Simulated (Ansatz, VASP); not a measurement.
# One calculation of Pt, two programs

INCAR

```
PREC     = Accurate       # precision mode
ENCUT    = 520            # plane-wave cutoff, eV
EDIFF    = 1E-6           # SCF threshold, eV
ISMEAR   = 0              # smearing method
SIGMA    = 0.15           # smearing width, eV
LREAL    = F              # projectors in reciprocal space
LASPH    = T              # aspherical terms in the spheres
NELM     = 60             # most SCF steps
ALGO     = Fast           # electronic algorithm
ISIF     = 2              # what is computed and relaxed
LWAVE    = F              # write WAVECAR
LCHARG   = F              # write CHGCAR
GGA      = PS             # functional
NBANDS   = 17             # bands
```

KPOINTS

```
Automatic mesh
0
Gamma
  24 24 14
```

File POSCAR:

```
Pt
1.0
    2.8614281013      0.0000000000      0.0000000000
   -1.4307140507      2.4780694268      0.0000000000
    0.0000000000      0.0000000000      4.9421459123
Pt
2
Direct
    0.6666666667      0.3333333333      0.7500000000
    0.3333333333      0.6666666667      0.2500000000
```

Input for Ansatz:

```yaml
crystal:
  lattice:
    - [2.8614281013, 0.0, 0.0]
    - [-1.4307140507, 2.4780694268, 0.0]
    - [0.0, 0.0, 4.9421459123]
  atoms:
    - { symbol: Pt, position: [0.6666666667, 0.3333333333, 0.75] }
    - { symbol: Pt, position: [0.3333333333, 0.6666666667, 0.25] }
basis:
  ecutwfc: 420
kpoints:
  mp_grid: { grid: [24, 24, 14] }
hamiltonian:
  xc: pbesol
scf:
  occupations: { method: gaussian, width: 0.15 }
output:
  forces: true
  stress: true
  eigenvalues: true
```

Change from the starting cell: strain +0.050 along x and y, +0.050 along z, atoms carried along.

Alike in both runs: task single point; functional PBEsol; k mesh 24 × 24 × 14; occupations gaussian, width 0.15 eV; no spin polarisation.

```csv
,VASP,Ansatz
version,VASP 6.6.1,Ansatz 0.2.0
potentials or method,"VASP PAW PBE potentials, release 64 (Pt), cutoff 520 eV","scalar-relativistic, plane waves, PAW"
valence electrons in the cell,20,36
```

```csv
,VASP,Ansatz,Ansatz less VASP
gap on the k mesh at the Fermi level (eV),none,none,-
pressure (GPa),-27.9,-27.7,+0.28
"traceless stress, the component that is largest in VASP (GPa)",1.75,1.86,+0.106
```

VASP's potentials were made for PBE, not for PBEsol. A gap of «none» marks a metal or a gap that the smearing closes. The functional is the same, so the differences come from potentials, cutoffs and numerics. VASP's potentials hold 20 valence electrons a cell and Ansatz's 36, so a difference there can come from the potentials and not from the codes.

Spin-orbit coupling is off throughout.
